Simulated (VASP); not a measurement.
# SiC in VASP: further runs, part 2 of 2

VASP 6.6.1.

## (4) Single point, PBE (atom 1 (Si) moved by (-0.100, +0.000) A along [1 1 0] and z)

Input file INCAR:

```
  PREC = Accurate
  ENCUT = 520
  EDIFF = 1E-7
  ISMEAR = 0
  SIGMA = 0.05
  LREAL = False
  LASPH = True
  NELM = 60
  ALGO = Normal
  ISIF = 2
  LWAVE = False
  LCHARG = False
  GGA = PE
  NBANDS = 16
```

Input file KPOINTS:

```
regular mesh
0
Gamma
  6 6 4
```

Input file POSCAR:

```
SiC
1.0
    3.0759982064      0.0000000000      0.0000000000
   -1.5379991032      2.6638925888      0.0000000000
    0.0000000000      0.0000000000      5.0480000000
Si C
2 2
Direct
    0.2970733944      0.6401225491      0.0000000000
    0.6666666667      0.3333333333      0.5000000000
    0.3333333333      0.6666666667      0.3850000000
    0.6666666667      0.3333333333      0.8850000000
```

Potentials or basis: VASP PAW PBE potentials, release 64 (Si, C).

The run is started by

```bash
$ cat potpaw_PBE.64/Si/POTCAR potpaw_PBE.64/C/POTCAR > POTCAR
$ mpirun -np 1 vasp_std > vasp.out
```

OUTCAR:

```text
PREC = Accurate
   ENCUT = 520
   EDIFF = 1E-7
   ISMEAR = 0
   LREAL = False
   LASPH = True
   NELM = 60
   ISIF = 2
   GGA = PE

 ion  position               nearest neighbor table
   1  0.297  0.640  0.000-   4 1.78   4 1.90   4 1.94   3 1.95   2 3.03   2 3.03   2 3.10   2 3.10
                             2 3.13   2 3.13
   2  0.667  0.333  0.500-   3 1.87   3 1.87   3 1.87   4 1.94   1 3.03   1 3.03   1 3.10   1 3.10
                             1 3.13   1 3.13
   3  0.333  0.667  0.385-   2 1.87   2 1.87   2 1.87   1 1.95
   4  0.667  0.333  0.885-   1 1.78   1 1.90   1 1.94   2 1.94

  LATTYP: Found a hexagonal cell.
 ALAT       =     3.0759982064
 C/A-ratio  =     1.6410932846

  Lattice vectors:

 A1 = (   3.0759982064,   0.0000000000,   0.0000000000)
 A2 = (  -1.5379991032,   2.6638925888,   0.0000000000)
 A3 = (   0.0000000000,   0.0000000000,   5.0480000000)

Analysis of symmetry for initial positions (statically):
=====================================================================
 Subroutine PRICEL returns:
 Original cell was already a primitive cell.

 Routine SETGRP: Setting up the symmetry group for a
 hexagonal supercell.

 Subroutine GETGRP returns: Found  1 space group operations
 (whereof  1 operations were pure point group operations)
 out of a pool of 24 trial point group operations.

The static configuration has the point symmetry C_1 .

Analysis of symmetry for dynamics (positions and initial velocities):
=====================================================================
 Subroutine PRICEL returns:
 Original cell was already a primitive cell.

 Routine SETGRP: Setting up the symmetry group for a
 hexagonal supercell.

 Subroutine GETGRP returns: Found  1 space group operations
 (whereof  1 operations were pure point group operations)
 out of a pool of 24 trial point group operations.
[... 123 lines left out ...]
   IMIX   =      4    mixing-type and parameters
     AMIX     =   0.40;   BMIX     =  1.00
     AMIX_MAG =   1.60;   BMIX_MAG =  1.00
  volume/ion in A,a.u.               =      10.34        69.78
  Fermi-wavevector in a.u.,A,eV,Ry     =   1.192818  2.254099 19.358564  1.422814
  Thomas-Fermi vector in A             =   2.328847
   LORBIT       =      0    0 simple, 1 ext, 2 COOP (PROOUT), +10 PAW based schemes
   GGA     = PE    functional components
   LHFCALC =     F    Hartree Fock is set to
   AEXX    =    0.0000 exact exchange contribution
   IVDW    =     0    specifies the selected vdW correction
   LEPSILON=     F    determine dielectric tensor
   LRPA    =     F    only Hartree local field effects (RPA)
 non-spin polarized calculation
 Gauss-broadening in eV      SIGMA  =   0.05
  energy-cutoff  :      520.00
  volume of cell :       41.36
 maximum number of plane-waves:      1132
   NGX = 11   NGY = 11   NGZ = 19

 number of electron      16.0000000 magnetization

 Free energy of the ion-electron system (eV)
  ---------------------------------------------------
  ext. energy  EPLUGINS =         0.00000000
  ---------------------------------------------------
  free energy    TOTEN  =       -29.94090703 eV

  energy without entropy =      -29.94090703  energy(sigma->0) =      -29.94090703

 E-fermi :   8.7200     XC(G=0): -11.3475

 val. band max:        8.4565137234   @ k =   0.0000   0.0000   0.0000
 cond. band min:      10.7206341163   @ k =   0.3333   0.3333   0.0000
 fundamental gap:      2.2641203929
 Fermi energy:         8.7199612685

 k-point     1 :       0.0000    0.0000    0.0000
  band No.  band energies     occupation
      1      -7.3186      2.00000
      2      -3.8203      2.00000
      3      -0.2838      2.00000
      4       6.6263      2.00000
      5       7.0331      2.00000
      6       7.9286      2.00000
[... 433 lines left out ...]
      3       1.5323      2.00000
      4       4.9770      2.00000
      5       5.8907      2.00000
      6       6.3803      2.00000
[... 8 lines left out ...]
     15      17.8284      0.00000
     16      18.8782      0.00000

 [... further k-points ...]

------------------------ aborting loop because EDIFF is reached ----------------------------------------

  FORCE on cell =-STRESS in cart. coord.  units (eV):
  Direction    XX          YY          ZZ          XY          YZ          ZX
  --------------------------------------------------------------------------------------
  -------------------------------------------------------------------------------------
  Total        2.2973700      0.9528887      0.1458750      0.7691950      0.4107271      0.5650511
  in kB       88.9855301     36.9088594      5.6502721     29.7937332     15.9089591     21.8864916
  external PRESSURE =      43.8482205 kB  Pullay stress =       0.0000000 kB

 VOLUME and BASIS-vectors are now :
 -----------------------------------------------------------------------------
  energy-cutoff  :      520.00
  volume of cell :       41.36
      direct lattice vectors                 reciprocal lattice vectors
     3.075998206  0.000000000  0.000000000     0.325097719  0.187695255  0.000000000
    -1.537999103  2.663892589  0.000000000     0.000000000  0.375390511  0.000000000
     0.000000000  0.000000000  5.048000000     0.000000000  0.000000000  0.198098257

 POSITION                                       TOTAL-FORCE (eV/Angst)
 -----------------------------------------------------------------------------------
     -0.07071      1.70522      0.00000         1.858688      1.555225      0.930285
      1.53800      0.88796      2.52400        -0.043797     -0.040782      0.756161
     -0.00000      1.77593      1.94348        -0.153828     -0.155019     -0.758787
      1.53800      0.88796      4.46748        -1.661063     -1.359424     -0.927659
 -----------------------------------------------------------------------------------
    total drift:                               -0.000081     -0.000052     -0.000279

  FREE ENERGIE OF THE ION-ELECTRON SYSTEM (eV)
  ---------------------------------------------------
  free  energy   TOTEN  =       -29.9409070290 eV

  energy  without entropy=      -29.9409070290  energy(sigma->0) =      -29.94090703
```

OSZICAR:

```text
N       E                     dE             d eps       ncg     rms          rms(c)
DAV:   1     0.243988999566E+02    0.24399E+02   -0.71004E+03  2432   0.894E+02
DAV:   2    -0.312777897149E+02   -0.55677E+02   -0.50892E+02  3472   0.157E+02
DAV:   3    -0.337146507054E+02   -0.24369E+01   -0.24273E+01  3200   0.301E+01
DAV:   4    -0.337324639670E+02   -0.17813E-01   -0.17811E-01  3040   0.317E+00
DAV:   5    -0.337326409838E+02   -0.17702E-03   -0.17701E-03  3200   0.297E-01    0.126E+01
DAV:   6    -0.300328682092E+02    0.36998E+01   -0.65900E+00  3104   0.158E+01    0.566E+00
DAV:   7    -0.299588902653E+02    0.73978E-01   -0.11264E+00  3512   0.624E+00    0.250E+00
DAV:   8    -0.299420517905E+02    0.16838E-01   -0.48016E-02  2696   0.140E+00    0.633E-01
DAV:   9    -0.299405559394E+02    0.14959E-02   -0.76328E-03  3216   0.594E-01    0.125E-01
DAV:  10    -0.299408772610E+02   -0.32132E-03   -0.10311E-03  2792   0.188E-01    0.585E-02
DAV:  11    -0.299409060011E+02   -0.28740E-04   -0.84282E-05  2960   0.658E-02    0.143E-02
DAV:  12    -0.299409064374E+02   -0.43625E-06   -0.66213E-06  3288   0.168E-02    0.443E-03
DAV:  13    -0.299409070107E+02   -0.57332E-06   -0.85122E-07  2936   0.591E-03    0.255E-03
DAV:  14    -0.299409070290E+02   -0.18318E-07   -0.36144E-08  1800   0.136E-03
   1 F= -.29940907E+02 E0= -.29940907E+02  d E =-.171877E-15
```

stdout:

```text
POSCAR found type information on POSCAR SiC
 POSCAR found :  2 types and       4 ions
 scaLAPACK will be used
 LDA part: xc-table for (Slater+PW92), standard interpolation
 POSCAR, INCAR and KPOINTS ok, starting setup
 FFT: planning ... GRIDC
 FFT: planning ... GRID_SOFT
 FFT: planning ... GRID
 WAVECAR not read
 entering main loop
```

It took 34 s on 1 thread of Intel Xeon Platinum 8488C (Sapphire Rapids), shared host; peak memory 0.16 GiB.

Results:

* Free energy: -29.9409 eV
* Pressure: 4.4 GPa
* Largest force: 2.596 eV/Å
* Band gap on the k mesh: 2.26 eV, indirect (least direct gap 4.02 eV)

Forces in eV/Å, atoms in the order of the input:
```
Si   1.859  1.555  0.930
Si  -0.044 -0.041  0.756
C   -0.154 -0.155 -0.759
C   -1.661 -1.359 -0.928
```

Caveat: the cell differs from its parent crystal (atom 1 (Si) moved by (-0.100, +0.000) A along [1 1 0] and z); forces of over 1 eV/Å act on the atoms, so gaps and moduli don't describe the material at rest.

## (5) Single point, PBE (atom 1 (Si) moved by (+0.100, +0.000) A along [1 1 0] and z)

Input file INCAR:

```
SYSTEM = SiC
PREC = Accurate
ENCUT = 520
EDIFF = 1E-6
ISMEAR = 0
SIGMA = 0.05
LREAL = .FALSE.
LASPH = .TRUE.
NELM = 80
ALGO = Normal
ISIF = 2
LWAVE = .FALSE.
LCHARG = .FALSE.
GGA = PE
NBANDS = 16
```

Input file KPOINTS:

```
Automatic mesh
0
G
  6 6 4
  0 0 0
```

Edit POSCAR of step 4 so:

```diff
@@ -8,3 +8,3 @@
 Direct
-    0.2970733944      0.6401225491      0.0000000000
+    0.3695932723      0.6932107843      0.0000000000
     0.6666666667      0.3333333333      0.5000000000
```

The run is started by

```bash
$ cat potpaw_PBE.64/Si/POTCAR potpaw_PBE.64/C/POTCAR > POTCAR
$ mpirun -np 1 vasp_std > vasp.out
```

Run time: 25 s. Hardware: 1 thread of Intel Xeon Platinum 8488C (Sapphire Rapids), shared host; peak memory 0.17 GiB.

The run converged. Its results:

```yaml
Free_energy: -29.9552 eV
Pressure: 4.3 GPa
Largest_force: 2.190 eV/Å
Band_gap_on_the_k_mesh: 2.22 eV, indirect (least direct gap 3.99 eV)
```

Forces in eV/Å, atoms in the order of the input:
```
Si  -1.251 -1.554  0.904
Si   0.038  0.041  0.755
C    0.156  0.155 -0.759
C    1.057  1.358 -0.900
```

Stress tensor (GPa, compression positive):
```
 3.57 -2.21 -0.99
-2.21  8.74 -1.59
-0.99 -1.59  0.52
```

Levels at points of the mesh, in eV from the valence-band top:
```tsv
k point	band 6	band 7	band 8	band 9	band 10	band 11
(0.00, 0.00, 0.00)	-0.55	-0.23	0.00	4.49	5.91	6.24
(0.50, 0.00, 0.00)	-3.76	-3.21	-1.72	2.40	4.03	6.56
(0.00, 0.50, 0.00)	-3.55	-3.46	-1.46	2.53	4.13	6.69
(0.50, 0.50, 0.00)	-3.58	-3.39	-1.51	2.47	4.08	6.63
(0.00, 0.00, 0.50)	-1.07	-1.05	-0.64	5.55	5.62	6.71
(0.50, 0.00, 0.50)	-2.79	-2.49	-2.42	3.11	3.13	4.75
(0.00, 0.50, 0.50)	-2.67	-2.44	-2.30	2.99	3.03	4.84
(0.50, 0.50, 0.50)	-2.76	-2.43	-2.29	3.02	3.05	4.84
```

Caveat: the cell differs from its parent crystal (atom 1 (Si) moved by (+0.100, +0.000) A along [1 1 0] and z); forces of over 1 eV/Å act on the atoms, so gaps and moduli don't describe the material at rest.
